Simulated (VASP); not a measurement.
# Ti2O (P-3m1) in VASP: a series of runs, part 2 of 2

VASP 6.6.1.

## 3. Single point, PBEsol (biaxial strain in the a-b plane: +2.0 %)

Contents of INCAR:

```
SYSTEM = Ti2O
PREC = Accurate
ENCUT = 520
EDIFF = 1E-7
ISMEAR = 0
SIGMA = 0.1
LREAL = .FALSE.
LASPH = .TRUE.
NELM = 60
ALGO = Normal
ISIF = 2
LWAVE = .FALSE.
LCHARG = .FALSE.
GGA = PS
NBANDS = 22
```

Contents of KPOINTS:

```
regular mesh
0
G
  24 24 12
  0 0 0
```

Contents of POSCAR:

```
Ti2O
1.0
    3.0120110176      0.0000000000      0.0000000000
   -1.5060055088      2.6084780577      0.0000000000
    0.0000000000      0.0000000000      4.6670488560
Ti O
2 1
Direct
    0.6666666667      0.3333333333      0.2606133359
    0.3333333333      0.6666666667      0.7393866641
    0.0000000000      0.0000000000      0.0000000000
```

Potentials or basis: VASP PAW PBE potentials, release 64 (Ti_sv, O).

Run with:

```console
$ cat potpaw_PBE.64/Ti_sv/POTCAR potpaw_PBE.64/O/POTCAR > POTCAR
$ mpirun -np 1 vasp_std > vasp.out
```

OUTCAR:

```text
SYSTEM = Ti2O
   PREC = Accurate
   ENCUT = 520
   EDIFF = 1E-7
   ISMEAR = 0
   LREAL = .FALSE.
   LASPH = .TRUE.
   NELM = 60
   ISIF = 2
   GGA = PS

 ion  position               nearest neighbor table
   1  0.667  0.333  0.261-   3 2.12   3 2.12   3 2.12   2 2.83   2 2.83   2 2.83
   2  0.333  0.667  0.739-   3 2.12   3 2.12   3 2.12   1 2.83   1 2.83   1 2.83
   3  0.000  0.000  0.000-   1 2.12   2 2.12   2 2.12   1 2.12   1 2.12   2 2.12

  LATTYP: Found a hexagonal cell.
 ALAT       =     3.0120110176
 C/A-ratio  =     1.5494793441

  Lattice vectors:

 A1 = (   3.0120110176,   0.0000000000,   0.0000000000)
 A2 = (  -1.5060055088,   2.6084780577,   0.0000000000)
 A3 = (   0.0000000000,   0.0000000000,   4.6670488560)

Analysis of symmetry for initial positions (statically):
=====================================================================
 Subroutine PRICEL returns:
 Original cell was already a primitive cell.

 Routine SETGRP: Setting up the symmetry group for a
 hexagonal supercell.

 Subroutine GETGRP returns: Found 12 space group operations
 (whereof 12 operations were pure point group operations)
 out of a pool of 24 trial point group operations.

[... 164 lines left out ...]

 E-fermi :   9.7065     XC(G=0): -12.4306

 val. band max:        9.7047655067   @ k =   0.0833   0.0833   0.0000
 cond. band min:       9.7071800744   @ k =   0.3333   0.0833   0.3333
 fundamental gap:      0.0024145677
 Fermi energy:         9.7065043173

 k-point     1 :       0.0000    0.0000    0.0000
  band No.  band energies     occupation
      1     -47.3149      2.00000
      2     -47.1792      2.00000
      3     -24.0596      2.00000
      4     -23.4625      2.00000
      5     -23.4625      2.00000
      6     -23.3671      2.00000
[... 589 lines left out ...]
     21      12.6427      0.00000
     22      12.6637      0.00000

 [... further k-points ...]

------------------------ aborting loop because EDIFF is reached ----------------------------------------

  FORCE on cell =-STRESS in cart. coord.  units (eV):
  Direction    XX          YY          ZZ          XY          YZ          ZX
  --------------------------------------------------------------------------------------
  -------------------------------------------------------------------------------------
  Total       -1.5953191     -1.5953191      0.0019969      0.0000000      0.0000000      0.0000000
  in kB      -69.7063021    -69.7063021      0.0872549      0.0000000      0.0000000      0.0000000
  external PRESSURE =     -46.4417831 kB  Pullay stress =       0.0000000 kB

 VOLUME and BASIS-vectors are now :
 -----------------------------------------------------------------------------
  energy-cutoff  :      520.00
  volume of cell :       36.67
      direct lattice vectors                 reciprocal lattice vectors
     3.012011018  0.000000000  0.000000000     0.332004098  0.191682655  0.000000000
    -1.506005509  2.608478058  0.000000000     0.000000000  0.383365310  0.000000000
     0.000000000  0.000000000  4.667048856     0.000000000  0.000000000  0.214268166

 POSITION                                       TOTAL-FORCE (eV/Angst)
 -----------------------------------------------------------------------------------
      1.50601      0.86949      1.21630         0.000000      0.000000     -0.097735
     -0.00000      1.73899      3.45075        -0.000000      0.000000      0.097735
      0.00000      0.00000      0.00000        -0.000000      0.000000     -0.000000
 -----------------------------------------------------------------------------------
    total drift:                               -0.000000      0.000000     -0.000000

  FREE ENERGIE OF THE ION-ELECTRON SYSTEM (eV)
  ---------------------------------------------------
  free  energy   TOTEN  =       -27.5838845791 eV

  energy  without entropy=      -27.5785128885  energy(sigma->0) =      -27.58119873
```

stdout:

```text
POSCAR found type information on POSCAR TiO
 POSCAR found :  2 types and       3 ions
 scaLAPACK will be used
 -----------------------------------------------------------------------------
|                                                                             |
|                                                                             |
|     You enforced a specific xc type in the INCAR file but a different       |
|     I HOPE YOU KNOW WHAT YOU ARE DOING!                                     |
|                                                                             |
 -----------------------------------------------------------------------------

 LDA part: xc-table for (Slater+PW92), standard interpolation
 POSCAR, INCAR and KPOINTS ok, starting setup
 FFT: planning ... GRIDC
 FFT: planning ... GRID_SOFT
 FFT: planning ... GRID
 WAVECAR not read
 entering main loop
```

Run time: 9.1 min. Hardware: 1 thread of Oxide Virtual Turin-like, shared host; peak memory 0.5 GiB.

What came out:

```
Free energy            : -27.5839 eV
Pressure               : -4.6 GPa
Largest force          : 0.098 eV/Å
Band gap on the k mesh : zero (band 15 reaches 10.19 eV, above the bottom of band 16 at 9.40 eV)
```

Forces in eV/Å, atoms in the order of the input:
```
Ti   0.000  0.000 -0.098
Ti   0.000  0.000  0.098
O    0.000  0.000  0.000
```

Stress tensor (GPa, compression positive):
```
-6.97  0.00  0.00
 0.00 -6.97  0.00
 0.00  0.00  0.01
```

Levels at points of the mesh, in eV from the Fermi level:
```csv
k point,band 13,band 14,band 15,band 16,band 17,band 18
"(0.00, 0.00, 0.00)",-3.61,0.05,0.32,0.53,0.53,0.85
"(0.50, 0.00, 0.00)",-2.61,-1.33,-0.59,1.50,1.56,2.71
"(0.00, 0.00, 0.50)",-1.66,-1.35,-0.03,-0.03,1.34,2.00
"(0.50, 0.00, 0.50)",-1.62,-1.22,-0.63,-0.02,1.01,2.41
```

Caveat: the cell differs from its parent crystal (biaxial strain in the a-b plane: +2.0 %); the PAW data sets were made with another functional, which shifts forces and pressure a little.
